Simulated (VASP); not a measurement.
Runs of VASP 6.6.1 on Ni3Ge. The structure is that of space group Pm-3m (No. 221), or close to it. The cells are those of the table. 

```tsv
cell	gap on the mesh (eV)	pressure (GPa)	moment (μB)
a = 3.577 Å, 4 atoms	none	(a)	0.00
a = 3.530 Å, 4 atoms	none	-0.6	0.00
a = 3.483 Å, 4 atoms	none	9.0	0.00
a = 3.600 Å, 4 atoms	none	-11.4	0.00
```

Alike in all rows: task single point; level PBEsol; potentials or basis VASP PAW PBE potentials, release 64 (Ge_d, Ni); spin collinear, ferromagnetic start; k mesh 8 × 8 × 8; cutoff (eV) 520; smearing fermi-dirac 0.05 eV.

Task: Fill in the values left out.

Result: (a) -8.2.

Caveats: the PAW data sets were made with another functional, which shifts forces and pressure a little.

A k mesh can miss the band edges, and the runs leave out spin-orbit coupling on Ge.

A gap of «none» marks levels without a gap at the run's occupations.
